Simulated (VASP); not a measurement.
# H (Fd-3m) in VASP: further runs

H is run at these levels: PBE; tasks: single point, relaxation of cell and atoms.

Everything below comes from runs of VASP 6.6.1. Logs are shortened: lines on timing, memory, paths and dates and some standing lists are left out, and cuts for length are marked.

## Step 1: The cell of the first run

Symmetry: Fd-3m, No. 227, cubic system. The conventional cell has a = 3.011 Å, b = 3.011 Å, c = 3.011 Å, α = 90.00°, β = 90.00°, γ = 90.00°. Within 1.7 Å of H (site symmetry -43m) lie 4 H at 1.30 Å.

## Step 2: Single point, PBE

Contents of INCAR:

```
  PREC = Accurate
  ENCUT = 520
  EDIFF = 1E-6
  ISMEAR = -1
  SIGMA = 0.05
  LREAL = F
  LASPH = T
  NELM = 100
  ALGO = Normal
  ISIF = 2
  LWAVE = F
  LCHARG = T
  GGA = PE
  LELF = T
  LVHAR = T
  NBANDS = 8
```

Contents of KPOINTS:

```
regular mesh
0
Gamma
  14 14 14
```

Contents of POSCAR:

```
H
1.0
    0.0000000000      1.5056951718      1.5056951718
    1.5056951718      0.0000000000      1.5056951718
    1.5056951718      1.5056951718      0.0000000000
H
2
Direct
    0.0000000000      0.0000000000      0.0000000000
    0.2500000000      0.2500000000      0.2500000000
```

Potentials or basis: VASP PAW PBE potentials, release 64 (H).

Started as:

```
cat potpaw_PBE.64/H/POTCAR > POTCAR
mpirun -np 1 vasp_std > vasp.out
```

OUTCAR:

```text
PREC = Accurate
   ENCUT = 520
   EDIFF = 1E-6
   ISMEAR = -1
   LREAL = F
   LASPH = T
   NELM = 100
   ISIF = 2
   GGA = PE

 ion  position               nearest neighbor table
   1  0.000  0.000  0.000-
   2  0.250  0.250  0.250-

  LATTYP: Found a face centered cubic cell.
 ALAT       =     3.0113903436

  Lattice vectors:

 A1 = (   0.0000000000,   1.5056951718,   1.5056951718)
 A2 = (   1.5056951718,   0.0000000000,   1.5056951718)
 A3 = (   1.5056951718,   1.5056951718,   0.0000000000)

Analysis of symmetry for initial positions (statically):
=====================================================================
 Subroutine PRICEL returns:
 Original cell was already a primitive cell.

 Routine SETGRP: Setting up the symmetry group for a
 face centered cubic supercell.

 Subroutine GETGRP returns: Found 48 space group operations
 (whereof 24 operations were pure point group operations)
 out of a pool of 48 trial point group operations.

The static configuration has the point symmetry T_d .
 The point group associated with its full space group is O_h .

Analysis of symmetry for dynamics (positions and initial velocities):
=====================================================================
 Subroutine PRICEL returns:
 Original cell was already a primitive cell.

 Routine SETGRP: Setting up the symmetry group for a
 face centered cubic supercell.

 Subroutine GETGRP returns: Found 48 space group operations
 (whereof 24 operations were pure point group operations)
 out of a pool of 48 trial point group operations.

The dynamic configuration has the point symmetry T_d .
 The point group associated with its full space group is O_h .

 Subroutine INISYM returns: Found 48 space group operations
 (whereof 24 operations are pure point group operations),
 and found     1 'primitive' translations

----------------------------------------------------------------------------------------

                                     Primitive cell

  volume of cell :       6.8272

  direct lattice vectors                    reciprocal lattice vectors
     0.000000000  1.505695172  1.505695172    -0.332072527  0.332072527  0.332072527
     1.505695172  0.000000000  1.505695172     0.332072527 -0.332072527  0.332072527
     1.505695172  1.505695172  0.000000000     0.332072527  0.332072527 -0.332072527

  length of vectors
     2.129374533  2.129374533  2.129374533     0.575166488  0.575166488  0.575166488

  position of ions in fractional coordinates (direct lattice)
     0.000000000  0.000000000  0.000000000
     0.250000000  0.250000000  0.250000000

  ion indices of the primitive-cell ions
   primitive index   ion index
                 1           1
                 2           2

----------------------------------------------------------------------------------------

 KPOINTS: regular mesh

Automatic generation of k-mesh.
 Grid dimensions read from file:
 generate k-points for:   14   14   14

 Generating k-lattice:

  Cartesian coordinates                     Fractional coordinates (reciprocal lattice)
    -0.023719466  0.023719466  0.023719466     0.071428571  0.000000000  0.000000000
     0.023719466 -0.023719466  0.023719466     0.000000000  0.071428571  0.000000000
     0.023719466  0.023719466 -0.023719466     0.000000000  0.000000000  0.071428571

  Length of vectors
     0.041083321  0.041083321  0.041083321

  Shift w.r.t. Gamma in fractional coordinates (k-lattice)
     0.000000000  0.000000000  0.000000000

 Subroutine IBZKPT returns following result:
 ===========================================

 Found    104 irreducible k-points:

 Following reciprocal coordinates:
            Coordinates               Weight
  0.000000  0.000000  0.000000      1.000000
  0.071429  0.000000  0.000000      8.000000
  0.142857  0.000000  0.000000      8.000000
  0.214286  0.000000  0.000000      8.000000
  0.285714  0.000000  0.000000      8.000000
  0.357143  0.000000  0.000000      8.000000
[... 16 lines left out ...]
  0.214286  0.142857  0.000000     24.000000
  0.285714  0.142857  0.000000     24.000000
 [... further k-points ...]
   k-points           NKPTS =    104   k-points in BZ     NKDIM =    104   number of bands    NBANDS=      8
   number of dos      NEDOS =    301   number of ions     NIONS =      2
   total plane-waves  NPLWV =   4096
   dimension x,y,z NGX =    16 NGY =   16 NGZ =   16
   dimension x,y,z NGXF=    32 NGYF=   32 NGZF=   32
   ions per type =               2
   NGX,Y,Z   is equivalent  to a cutoff of  12.49, 12.49, 12.49 a.u.
   NGXF,Y,Z  is equivalent  to a cutoff of  24.98, 24.98, 24.98 a.u.
 SYSTEM =  unknown system
   PREC   = accura    normal or accurate (medium, high low for compatibility)
   ISTART =      0    job   : 0-new  1-cont  2-samecut
   ICHARG =      2    charge: 1-file 2-atom 10-const
   ISPIN  =      1    spin polarized calculation?
   LNONCOLLINEAR =      F non collinear calculations
   LSORBIT =      F    spin-orbit coupling
   LASPH  =      T    aspherical Exc in radial PAW
   ENCUT  =  520.0 eV  38.22 Ry    6.18 a.u.   3.96  3.96  3.96*2*pi/ulx,y,z
   NELM   =    100;   NELMIN=  2; NELMDL= -5     # of ELM steps
   EDIFF  = 0.1E-05   stopping-criterion for ELM
   LREAL  =      F    real-space projection
   EDIFFG = 0.1E-04   stopping-criterion for IOM
   NSW    =      0    number of steps for IOM
   IBRION =     -1    ionic relax: 0-MD 1-quasi-New 2-CG
   NFREE  =      0    steps in history (QN), initial steepest desc. (CG)
   ISIF   =      2    stress and relaxation
   ISYM   =      2    0-nonsym 1-usesym 2-fastsym
   POTIM  = 0.5000    time-step for ionic-motion
   TEBEG  =    0.0;   TEEND  =   0.0 temperature during run
   PSTRESS=    0.0 pullay stress
   NELECT =       2.0000    total number of electrons
   NUPDOWN=      -1.0000    fix difference up-down
   EMIN   =  10.00;   EMAX   =-10.00  energy-range for DOS
[... 5 lines left out ...]
     AMIX     =   0.40;   BMIX     =  1.00
     AMIX_MAG =   1.60;   BMIX_MAG =  1.00
  volume/ion in A,a.u.               =       3.41        23.04
  Fermi-wavevector in a.u.,A,eV,Ry     =   1.087271  2.054644 16.084237  1.182158
  Thomas-Fermi vector in A             =   2.223427
   LORBIT       =      0    0 simple, 1 ext, 2 COOP (PROOUT), +10 PAW based schemes
   GGA     = PE    functional components
   LHFCALC =     F    Hartree Fock is set to
   AEXX    =    0.0000 exact exchange contribution
   IVDW    =     0    specifies the selected vdW correction
   LEPSILON=     F    determine dielectric tensor
   LRPA    =     F    only Hartree local field effects (RPA)
 non-spin polarized calculation
  energy-cutoff  :      520.00
  volume of cell :        6.83
 maximum number of plane-waves:       193
   NGX =  7   NGY =  7   NGZ =  7

 number of electron       2.0000000 magnetization

 Free energy of the ion-electron system (eV)
  ---------------------------------------------------
  ext. energy  EPLUGINS =         0.00000000
  ---------------------------------------------------
  free energy    TOTEN  =        -5.21758687 eV

  energy without entropy =       -5.21689208  energy(sigma->0) =       -5.21723947

 E-fermi :   2.0987     XC(G=0): -10.2260

 val. band max:        1.7369538083   @ k =  -0.4286   0.5000   0.0714
 cond. band min:       2.1338690183   @ k =  -0.3571   0.5000   0.1429
 fundamental gap:      0.3969152100
 Fermi energy:         2.0987248795

 k-point     1 :       0.0000    0.0000    0.0000
  band No.  band energies     occupation
      1     -13.2666      2.00000
      2      23.4669      0.00000
      3      32.5558      0.00000
      4      39.2535      0.00000
      5      39.2535      0.00000
      6      39.2535      0.00000
      7      40.0061      0.00000
      8      40.0061      0.00000

 k-point     2 :       0.0714    0.0000    0.0000
  band No.  band energies     occupation
      1     -13.0289      2.00000
      2      22.6282      0.00000
      3      30.6679      0.00000
      4      37.2536      0.00000
      5      37.5097      0.00000
      6      37.5097      0.00000
      7      42.1547      0.00000
      8      42.1547      0.00000

 k-point     3 :       0.1429    0.0000    0.0000
  band No.  band energies     occupation
      1     -12.3175      2.00000
      2      20.0554      0.00000
      3      27.3405      0.00000
      4      35.8953      0.00000
      5      35.8953      0.00000
      6      38.1939      0.00000
      7      44.6434      0.00000
      8      44.6434      0.00000

 k-point     4 :       0.2143    0.0000    0.0000
  band No.  band energies     occupation
      1     -11.1430      2.00000
      2      16.0823      0.00000
      3      25.1183      0.00000
      4      34.7373      0.00000
      5      34.7373      0.00000
      6      39.3723      0.00000
      7      44.3996      0.00000
      8      44.3996      0.00000

 k-point     5 :       0.2857    0.0000    0.0000
  band No.  band energies     occupation
      1      -9.5299      2.00000
      2      11.6982      0.00000
      3      23.7809      0.00000
      4      34.0296      0.00000
      5      34.0296      0.00000
      6      39.2074      0.00000
      7      42.0459      0.00000
      8      42.0459      0.00000

 k-point     6 :       0.3571    0.0000    0.0000
  band No.  band energies     occupation
      1      -7.5453      2.00000
      2       7.5573      0.00000
      3      22.9499      0.00000
      4      33.7300      0.00000
      5      33.7300      0.00000
      6      38.2866      0.00000
      7      39.9421      0.00000
      8      39.9421      0.00000

 k-point     7 :       0.4286    0.0000    0.0000
  band No.  band energies     occupation
      1      -5.4260      2.00000
      2       4.0997      0.00000
      3      22.4852      0.00000
      4      33.7263      0.00000
      5      33.7263      0.00000
      6      37.5304      0.00000
      7      38.4746      0.00000
      8      38.4746      0.00000

 k-point     8 :       0.5000    0.0000    0.0000
  band No.  band energies     occupation
      1      -4.2242      2.00000
      2       2.4446      0.00198
      3      22.3337      0.00000
      4      33.7829      0.00000
      5      33.7829      0.00000
      6      37.2547      0.00000
      7      37.9231      0.00000
      8      37.9231      0.00000

 k-point     9 :       0.0714    0.0714    0.0000
  band No.  band energies     occupation
      1     -12.9495      2.00000
      2      22.4400      0.00000
      3      30.6592      0.00000
      4      35.3160      0.00000
      5      35.3160      0.00000
      6      40.5154      0.00000
      7      42.5765      0.00000
      8      44.5399      0.00000

 k-point    10 :       0.1429    0.0714    0.0000
  band No.  band energies     occupation
      1     -12.3957      2.00000
      2      20.7058      0.00000
      3      27.7514      0.00000
      4      33.5639      0.00000
      5      35.2866      0.00000
      6      40.3872      0.00000
      7      44.0456      0.00000
      8      44.4767      0.00000
[... 78 lines left out ...]
 k-point    18 :      -0.2857    0.0714    0.0000
  band No.  band energies     occupation
      1      -8.6968      2.00000
      2      10.3974      0.00000
      3      21.9768      0.00000
      4      32.1716      0.00000
      5      35.7561      0.00000
      6      37.8448      0.00000
      7      39.8723      0.00000
      8      45.9058      0.00000

 k-point    19 :      -0.2143    0.0714    0.0000
  band No.  band energies     occupation
      1     -10.4432      2.00000
      2      14.6610      0.00000
      3      23.1031      0.00000
      4      32.8823      0.00000
      5      37.0400      0.00000
      6      38.6519      0.00000
      7      41.5000      0.00000
      8      45.1636      0.00000

 k-point    20 :      -0.1429    0.0714    0.0000
  band No.  band energies     occupation
      1     -11.7666      2.00000
      2      18.6274      0.00000
      3      25.1026      0.00000
      4      33.8944      0.00000
      5      37.9936      0.00000
      6      38.3606      0.00000
      7      42.4985      0.00000
      8      45.7081      0.00000

 k-point    21 :      -0.0714    0.0714    0.0000
  band No.  band energies     occupation
      1     -12.6331      2.00000
      2      21.3618      0.00000
      3      28.2693      0.00000
      4      35.0930      0.00000
      5      37.0410      0.00000
      6      39.5654      0.00000
      7      40.6811      0.00000
      8      47.3960      0.00000

 k-point    22 :       0.1429    0.1429    0.0000
  band No.  band energies     occupation
      1     -11.9995      2.00000
      2      20.0065      0.00000
      3      27.6206      0.00000
      4      31.6633      0.00000
      5      31.6633      0.00000
      6      40.3798      0.00000
      7      43.5987      0.00000
      8      47.6371      0.00000

 k-point    23 :       0.2143    0.1429    0.0000
  band No.  band energies     occupation
      1     -11.1342      2.00000
      2      17.9246      0.00000
      3      24.7464      0.00000
      4      30.2399      0.00000
      5      32.0637      0.00000
      6      37.5161      0.00000
      7      44.0594      0.00000
      8      49.1276      0.00000

 k-point    24 :       0.2857    0.1429    0.0000
  band No.  band energies     occupation
      1      -9.8128      2.00000
      2      14.5932      0.00000
      3      22.0829      0.00000
      4      29.3065      0.00000
      5      32.0846      0.00000
      6      37.6835      0.00000
      7      43.1904      0.00000
      8      49.9941      0.00000

 [... further k-points ...]
[... 5 lines left out ...]
  --------------------------------------------------------------------------------------
  -------------------------------------------------------------------------------------
  Total       -0.0170300     -0.0170300     -0.0170300      0.0000000      0.0000000      0.0000000
  in kB       -3.9965472     -3.9965472     -3.9965472      0.0000000      0.0000000      0.0000000
  external PRESSURE =      -3.9965472 kB  Pullay stress =       0.0000000 kB

 VOLUME and BASIS-vectors are now :
 -----------------------------------------------------------------------------
  energy-cutoff  :      520.00
  volume of cell :        6.83
      direct lattice vectors                 reciprocal lattice vectors
     0.000000000  1.505695172  1.505695172    -0.332072527  0.332072527  0.332072527
     1.505695172  0.000000000  1.505695172     0.332072527 -0.332072527  0.332072527
     1.505695172  1.505695172  0.000000000     0.332072527  0.332072527 -0.332072527

 POSITION                                       TOTAL-FORCE (eV/Angst)
 -----------------------------------------------------------------------------------
      0.00000      0.00000      0.00000        -0.000000     -0.000000     -0.000000
      0.75285      0.75285      0.75285         0.000000      0.000000      0.000000
 -----------------------------------------------------------------------------------
    total drift:                                0.000000      0.000000      0.000000

  FREE ENERGIE OF THE ION-ELECTRON SYSTEM (eV)
  ---------------------------------------------------
  free  energy   TOTEN  =        -5.2175868711 eV

  energy  without entropy=       -5.2168920781  energy(sigma->0) =       -5.21723947
```

It took 1.7 s on 1 thread of Intel Xeon 6975P-C (Granite Rapids), shared host; peak memory 0.1 GiB.

What came out:

| Quantity | Value |
| --- | --- |
| Free energy | -5.2176 eV |
| Pressure | -0.4 GPa |
| Band gap on the k mesh | zero (band 1 reaches 2.50 eV, above the bottom of band 2 at 1.58 eV) |

## Step 3: Single point, PBE

Contents of INCAR:

```
  ALGO = Normal
  EDIFF = 1E-6
  ENCUT = 520
  GGA = PE
  ISIF = 2
  ISMEAR = -1
  LASPH = T
  LCHARG = F
  LREAL = F
  LWAVE = F
  NBANDS = 8
  NELM = 60
  PREC = Accurate
  SIGMA = 0.05
```

Contents of KPOINTS:

```
k-points
0
Gamma
  14 14 14
```

Contents of POSCAR:

```
H
1.0
    0.0000000000      1.5056940633      1.5056940633
    1.5056940633      0.0000000000      1.5056940633
    1.5056940633      1.5056940633      0.0000000000
H
2
Direct
    0.0000000000      0.0000000000      0.0000000000
    0.2500000000      0.2500000000      0.2500000000
```

Potentials or basis: VASP PAW PBE potentials, release 64 (H).

Started as:

```
cat potpaw_PBE.64/H/POTCAR > POTCAR
mpirun -np 1 vasp_std > vasp.out
```

Run time: 1.5 s. Hardware: 1 thread of Intel Xeon 6975P-C (Granite Rapids), shared host; peak memory 0.1 GiB.

The run converged. Its results:

- Free energy: -5.2176 eV
- Pressure: -0.4 GPa
- Band gap on the k mesh: zero (band 1 reaches 2.50 eV, above the bottom of band 2 at 1.58 eV)

Levels at points of the mesh, in eV from the Fermi level:
```
           k point  band 1  band 2  band 3  band 4  band 5
(0.00, 0.00, 0.00)  -15.37   21.37   30.46   37.15   37.15
(0.50, 0.00, 0.00)   -6.32    0.35   20.24   31.68   31.68
(0.50, 0.50, 0.00)   -0.52   -0.52   18.84   18.84   21.20
```

(Continued in part 2 of 2.)
